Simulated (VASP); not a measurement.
# BN (I-4m2) in VASP: notebook

The runs below take BN through single point, with PBE.

All numbers are computed with VASP 6.6.1; they aren't measurements. Logs are shortened: lines on timing, memory, paths and dates and some standing lists are left out, and cuts for length are marked.

**1. The cell of the first run**

Symmetry: I-4m2, No. 119, tetragonal system. Conventional cell: a = 2.461 Å, b = 2.461 Å, c = 3.625 Å, α = 90.00°, β = 90.00°, γ = 90.00°. Within 2.0 Å of B (site symmetry -4m2) lie 4 N at 1.53 Å. Within 2.0 Å of N (site symmetry -4m2) lie 4 B at 1.53 Å.

**2. Single point, PBE (strain -0.040 along x and y, +0.000 along z)**

Contents of INCAR:

```
SYSTEM = BN
PREC = Accurate ; ENCUT = 600
EDIFF = 1E-6 ; ISMEAR = 0
SIGMA = 0.05 ; LREAL = .False.
LASPH = .True. ; NELM = 120
ALGO = Normal ; ISIF = 2
LWAVE = .False. ; LCHARG = .False.
GGA = PE ; NBANDS = 11
GGA_COMPAT = .False.
```

Contents of KPOINTS:

```
Automatic mesh
0
Gamma
  12 12 12
  0 0 0
```

Contents of POSCAR:

```
BN
1.0
    0.0000000000      1.7398545729      1.8123485134
    1.7398545729      0.0000000000      1.8123485134
    1.7398545729      1.7398545729      0.0000000000
B N
1 1
Direct
    0.0000000000      0.0000000000      0.0000000000
    0.7500000000      0.7500000000      0.7500000000
```

Potentials or basis: VASP PAW PBE potentials, release 64 (B, N).

Run with:

```console
cat potpaw_PBE.64/B/POTCAR potpaw_PBE.64/N/POTCAR > POTCAR
mpirun -np 1 vasp_std > vasp.out
```

OUTCAR:

```text
SYSTEM = BN
   PREC = Accurate
   ENCUT = 600
   EDIFF = 1E-6
   ISMEAR = 0
   LREAL = .False.
   LASPH = .True.
   NELM = 120
   ISIF = 2
   GGA = PE

 ion  position               nearest neighbor table
   1  0.000  0.000  0.000-   2 1.53   2 1.53   2 1.53   2 1.53
   2  0.750  0.750  0.750-   1 1.53   1 1.53   1 1.53   1 1.53

  LATTYP: Found a body centered tetragonal cell.
 ALAT       =     2.4605259336
 C/A-ratio  =     1.4731391274

  Lattice vectors:

 A1 = (  -1.7398545729,   0.0000000000,   1.8123485134)
 A2 = (   1.7398545729,   0.0000000000,   1.8123485134)
 A3 = (   0.0000000000,   1.7398545729,  -1.8123485134)

Analysis of symmetry for initial positions (statically):
=====================================================================
 Subroutine PRICEL returns:
 Original cell was already a primitive cell.

 Routine SETGRP: Setting up the symmetry group for a
 body centered tetragonal supercell.

 Subroutine GETGRP returns: Found  8 space group operations
 (whereof  8 operations were pure point group operations)
 out of a pool of 16 trial point group operations.

The static configuration has the point symmetry D_2d.

Analysis of symmetry for dynamics (positions and initial velocities):
=====================================================================
 Subroutine PRICEL returns:
 Original cell was already a primitive cell.

 Routine SETGRP: Setting up the symmetry group for a
 body centered tetragonal supercell.

 Subroutine GETGRP returns: Found  8 space group operations
 (whereof  8 operations were pure point group operations)
 out of a pool of 16 trial point group operations.

The dynamic configuration has the point symmetry D_2d.

 Subroutine INISYM returns: Found  8 space group operations
 (whereof  8 operations are pure point group operations),
 and found     1 'primitive' translations

----------------------------------------------------------------------------------------

                                     Primitive cell

  volume of cell :      10.9723

  direct lattice vectors                    reciprocal lattice vectors
     0.000000000  1.739854573  1.812348513    -0.287380341  0.287380341  0.275885127
     1.739854573  0.000000000  1.812348513     0.287380341 -0.287380341  0.275885127
     1.739854573  1.739854573  0.000000000     0.287380341  0.287380341 -0.275885127

  length of vectors
     2.512309907  2.512309907  2.460525934     0.491210264  0.491210264  0.491210264

  position of ions in fractional coordinates (direct lattice)
     0.000000000  0.000000000  0.000000000
     0.750000000  0.750000000  0.750000000

  ion indices of the primitive-cell ions
   primitive index   ion index
                 1           1
                 2           2

----------------------------------------------------------------------------------------

 KPOINTS: Automatic mesh

Automatic generation of k-mesh.
 Grid dimensions read from file:
 generate k-points for:   12   12   12

 Generating k-lattice:

  Cartesian coordinates                     Fractional coordinates (reciprocal lattice)
    -0.023948362  0.023948362  0.022990427     0.083333333  0.000000000  0.000000000
     0.023948362 -0.023948362  0.022990427     0.000000000  0.083333333  0.000000000
     0.023948362  0.023948362 -0.022990427     0.000000000  0.000000000  0.083333333

  Length of vectors
     0.040934189  0.040934189  0.040934189

  Shift w.r.t. Gamma in fractional coordinates (k-lattice)
     0.000000000  0.000000000  0.000000000

 Subroutine IBZKPT returns following result:
 ===========================================

 Found    163 irreducible k-points:

 Following reciprocal coordinates:
            Coordinates               Weight
  0.000000  0.000000  0.000000      1.000000
  0.083333  0.000000  0.000000      8.000000
  0.166667  0.000000  0.000000      8.000000
  0.250000  0.000000  0.000000      8.000000
  0.333333  0.000000  0.000000      8.000000
  0.416667  0.000000  0.000000      8.000000
[... 16 lines left out ...]
  0.500000  0.166667  0.000000      8.000000
 -0.416667  0.166667  0.000000      8.000000
 [... further k-points ...]
   k-points           NKPTS =    163   k-points in BZ     NKDIM =    163   number of bands    NBANDS=     11
   number of dos      NEDOS =    301   number of ions     NIONS =      2
   total plane-waves  NPLWV =   8000
   dimension x,y,z NGX =    20 NGY =   20 NGZ =   20
   dimension x,y,z NGXF=    40 NGYF=   40 NGZF=   40
   ions per type =               1   1
   NGX,Y,Z   is equivalent  to a cutoff of  13.23, 13.23, 13.51 a.u.
   NGXF,Y,Z  is equivalent  to a cutoff of  26.47, 26.47, 27.03 a.u.
 SYSTEM =  BN
   PREC   = accura    normal or accurate (medium, high low for compatibility)
   ISTART =      0    job   : 0-new  1-cont  2-samecut
   ICHARG =      2    charge: 1-file 2-atom 10-const
   ISPIN  =      1    spin polarized calculation?
   LNONCOLLINEAR =      F non collinear calculations
   LSORBIT =      F    spin-orbit coupling
   LASPH  =      T    aspherical Exc in radial PAW
   ENCUT  =  600.0 eV  44.10 Ry    6.64 a.u.   5.02  5.02  4.91*2*pi/ulx,y,z
   NELM   =    120;   NELMIN=  2; NELMDL= -5     # of ELM steps
   EDIFF  = 0.1E-05   stopping-criterion for ELM
   LREAL  =      F    real-space projection
   EDIFFG = 0.1E-04   stopping-criterion for IOM
   NSW    =      0    number of steps for IOM
   IBRION =     -1    ionic relax: 0-MD 1-quasi-New 2-CG
   NFREE  =      0    steps in history (QN), initial steepest desc. (CG)
   ISIF   =      2    stress and relaxation
   ISYM   =      2    0-nonsym 1-usesym 2-fastsym
   POTIM  = 0.5000    time-step for ionic-motion
   TEBEG  =    0.0;   TEEND  =   0.0 temperature during run
   PSTRESS=    0.0 pullay stress
   NELECT =       8.0000    total number of electrons
   NUPDOWN=      -1.0000    fix difference up-down
   EMIN   =  10.00;   EMAX   =-10.00  energy-range for DOS
   EFERMI =   0.00;   METHOD = LEGACY
   ISMEAR =     0;   SIGMA  =   0.05  broadening in eV -4-tet -1-fermi 0-gaus
   EFERMI_NEDOS =   21; number of points for ismear=-14 and -15
   IALGO  =     38    algorithm
   IMIX   =      4    mixing-type and parameters
     AMIX     =   0.40;   BMIX     =  1.00
     AMIX_MAG =   1.60;   BMIX_MAG =  1.00
  volume/ion in A,a.u.               =       5.49        37.02
  Fermi-wavevector in a.u.,A,eV,Ry     =   1.473462  2.784440 29.539479  2.171090
  Thomas-Fermi vector in A             =   2.588352
   LORBIT       =      0    0 simple, 1 ext, 2 COOP (PROOUT), +10 PAW based schemes
   GGA     = PE    functional components
   LHFCALC =     F    Hartree Fock is set to
   AEXX    =    0.0000 exact exchange contribution
   IVDW    =     0    specifies the selected vdW correction
   LEPSILON=     F    determine dielectric tensor
   LRPA    =     F    only Hartree local field effects (RPA)
 non-spin polarized calculation
 Gauss-broadening in eV      SIGMA  =   0.05
  energy-cutoff  :      600.00
  volume of cell :       10.97
 maximum number of plane-waves:       380
   NGX =  9   NGY =  9   NGZ =  9

 number of electron       7.9999999 magnetization

 Free energy of the ion-electron system (eV)
  ---------------------------------------------------
  ext. energy  EPLUGINS =         0.00000000
  ---------------------------------------------------
  free energy    TOTEN  =       -17.32876835 eV

  energy without entropy =      -17.32876835  energy(sigma->0) =      -17.32876835

 E-fermi :   8.7846     XC(G=0): -13.1915

 val. band max:        8.4916422655   @ k =   0.0000   0.0000   0.0000
 cond. band min:      12.6304179800   @ k =   0.5000   0.0000   0.5000
 fundamental gap:      4.1387757145
 Fermi energy:         8.7846348700

 k-point     1 :       0.0000    0.0000    0.0000
  band No.  band energies     occupation
      1     -12.7525      2.00000
      2       8.0379      2.00000
      3       8.4916      2.00000
      4       8.4916      2.00000
      5      17.4284      0.00000
      6      17.4284      0.00000
      7      17.7258      0.00000
      8      19.9022      0.00000
      9      34.5145      0.00000
     10      35.7027      0.00000
     11      36.2272      0.00000

 k-point     2 :       0.0833    0.0000    0.0000
  band No.  band energies     occupation
      1     -12.5731      2.00000
      2       7.3276      2.00000
      3       8.0326      2.00000
      4       8.3127      2.00000
      5      17.6349      0.00000
      6      17.7319      0.00000
      7      18.1044      0.00000
      8      20.4171      0.00000
      9      33.5086      0.00000
     10      34.2961      0.00000
     11      35.4932      0.00000

 k-point     3 :       0.1667    0.0000    0.0000
  band No.  band energies     occupation
      1     -12.0409      2.00000
      2       5.1655      2.00000
      3       7.4695      2.00000
      4       7.8802      2.00000
      5      18.0360      0.00000
      6      18.4524      0.00000
      7      18.8184      0.00000
      8      21.6637      0.00000
      9      32.1736      0.00000
     10      33.5509      0.00000
     11      33.6537      0.00000

 k-point     4 :       0.2500    0.0000    0.0000
  band No.  band energies     occupation
      1     -11.1777      2.00000
      2       2.5667      2.00000
      3       6.8681      2.00000
      4       7.3855      2.00000
      5      18.3694      0.00000
      6      19.1769      0.00000
      7      19.4579      0.00000
      8      22.9187      0.00000
      9      31.9757      0.00000
     10      33.0127      0.00000
     11      33.0976      0.00000
[... 239 lines left out ...]
 k-point    22 :       0.4167    0.1667    0.0000
  band No.  band energies     occupation
      1      -9.1884      2.00000
      2      -0.1914      2.00000
      3       4.6557      2.00000
      4       5.4974      2.00000
      5      17.5690      0.00000
      6      21.3070      0.00000
      7      21.9971      0.00000
      8      23.2818      0.00000
      9      29.4551      0.00000
     10      35.5908      0.00000
     11      37.9552      0.00000

 k-point    23 :       0.5000    0.1667    0.0000
  band No.  band energies     occupation
      1      -8.0859      2.00000
      2      -1.9324      2.00000
      3       3.9992      2.00000
      4       5.6041      2.00000
      5      17.9320      0.00000
      6      21.3174      0.00000
      7      21.7406      0.00000
      8      24.5605      0.00000
      9      30.1123      0.00000
     10      35.9136      0.00000
     11      37.1097      0.00000

 k-point    24 :      -0.4167    0.1667    0.0000
  band No.  band energies     occupation
      1      -7.7770      2.00000
      2      -2.3609      2.00000
      3       3.5850      2.00000
      4       5.9564      2.00000
      5      18.4392      0.00000
      6      21.1907      0.00000
      7      21.2843      0.00000
      8      24.9413      0.00000
      9      30.7070      0.00000
     10      34.6921      0.00000
     11      36.4160      0.00000

 [... further k-points ...]

------------------------ aborting loop because EDIFF is reached ----------------------------------------

  FORCE on cell =-STRESS in cart. coord.  units (eV):
  Direction    XX          YY          ZZ          XY          YZ          ZX
  --------------------------------------------------------------------------------------
  -------------------------------------------------------------------------------------
  Total        3.0743127      3.0743127      1.1237598      0.0000000      0.0000000      0.0000000
  in kB      448.9117848    448.9117848    164.0916461      0.0000000      0.0000000      0.0000000
  external PRESSURE =     353.9717386 kB  Pullay stress =       0.0000000 kB

 VOLUME and BASIS-vectors are now :
 -----------------------------------------------------------------------------
  energy-cutoff  :      600.00
  volume of cell :       10.97
      direct lattice vectors                 reciprocal lattice vectors
     0.000000000  1.739854573  1.812348513    -0.287380341  0.287380341  0.275885127
     1.739854573  0.000000000  1.812348513     0.287380341 -0.287380341  0.275885127
     1.739854573  1.739854573  0.000000000     0.287380341  0.287380341 -0.275885127

 POSITION                                       TOTAL-FORCE (eV/Angst)
 -----------------------------------------------------------------------------------
      0.00000      0.00000      0.00000        -0.000000     -0.000000     -0.000000
      2.60978      2.60978      2.71852         0.000000      0.000000      0.000000
 -----------------------------------------------------------------------------------
    total drift:                                0.000001      0.000001     -0.000002

  FREE ENERGIE OF THE ION-ELECTRON SYSTEM (eV)
  ---------------------------------------------------
  free  energy   TOTEN  =       -17.3287683530 eV

  energy  without entropy=      -17.3287683530  energy(sigma->0) =      -17.32876835
```

Run time: 12 s. Hardware: 1 thread of Intel Xeon Platinum 8488C (Sapphire Rapids), shared host; peak memory 0.13 GiB.

What came out:

```
Free energy            : -17.3288 eV
Pressure               : 35.4 GPa
Band gap on the k mesh : 4.14 eV, indirect (least direct gap 8.94 eV)
```

Stress tensor (GPa, compression positive):
```
44.89  0.00  0.00
 0.00 44.89  0.00
 0.00  0.00 16.41
```

Levels at points of the mesh, in eV from the valence-band top:
| k point | band 1 | band 2 | band 3 | band 4 | band 5 | band 6 | band 7 | band 8 |
| --- | --- | --- | --- | --- | --- | --- | --- | --- |
| (0.00, 0.00, 0.00) | -21.24 | -0.45 | 0.00 | 0.00 | 8.94 | 8.94 | 9.23 | 11.41 |
| (0.50, 0.00, 0.00) | -16.66 | -11.54 | -2.58 | -1.89 | 10.05 | 11.21 | 11.63 | 15.88 |
| (0.50, 0.50, 0.00) | -15.54 | -9.97 | -5.03 | -5.03 | 4.91 | 10.16 | 18.84 | 18.84 |
| (0.50, 0.00, 0.50) | -15.02 | -9.35 | -5.62 | -5.61 | 4.14 | 9.17 | 18.54 | 19.23 |

Caveat: the cell differs from its parent crystal (strain -0.040 along x and y, +0.000 along z). A k mesh can miss the band edges.

**3. Single point, PBE (strain +0.000 along x and y, -0.040 along z)**

Contents of INCAR:

```
PREC = Accurate ; ENCUT = 600
EDIFF = 1E-6 ; ISMEAR = 0
SIGMA = 0.05 ; LREAL = False
LASPH = True ; NELM = 120
ALGO = Normal ; ISIF = 2
LWAVE = False ; LCHARG = False
GGA = PE ; NBANDS = 11
GGA_COMPAT = False
```

Contents of KPOINTS:

```
Automatic mesh
0
Gamma
  12 12 12
```

Contents of POSCAR:

```
BN
1.0
    0.0000000000      1.8123485134      1.7398545729
    1.8123485134      0.0000000000      1.7398545729
    1.8123485134      1.8123485134      0.0000000000
B N
1 1
Direct
    0.0000000000      0.0000000000      0.0000000000
    0.7500000000      0.7500000000      0.7500000000
```

Potentials or basis: VASP PAW PBE potentials, release 64 (B, N).

Run with:

```console
cat potpaw_PBE.64/B/POTCAR potpaw_PBE.64/N/POTCAR > POTCAR
mpirun -np 1 vasp_std > vasp.out
```

It took 12 s on 1 thread of Intel Xeon Platinum 8488C (Sapphire Rapids), shared host; peak memory 0.13 GiB.

The run converged. Its results:

```
Free energy            : -17.4054 eV
Pressure               : 16.4 GPa
Band gap on the k mesh : 3.77 eV, indirect (least direct gap 8.54 eV)
```

Stress tensor (GPa, compression positive):
```
 8.26  0.00  0.00
 0.00  8.26  0.00
 0.00  0.00 32.64
```

Levels at points of the mesh, in eV from the valence-band top:
```csv
k point,band 1,band 2,band 3,band 4,band 5,band 6,band 7,band 8
"(0.00, 0.00, 0.00)",-20.87,-0.38,-0.38,0.00,8.54,8.83,8.83,10.62
"(0.50, 0.00, 0.00)",-16.48,-11.25,-2.57,-1.95,9.81,10.39,11.37,15.35
"(0.50, 0.50, 0.00)",-14.75,-8.98,-5.69,-5.69,3.77,8.51,18.22,18.22
"(0.50, 0.00, 0.50)",-15.24,-9.59,-5.13,-5.11,4.49,9.50,17.75,18.38
```

Caveat: the cell differs from its parent crystal (strain +0.000 along x and y, -0.040 along z).
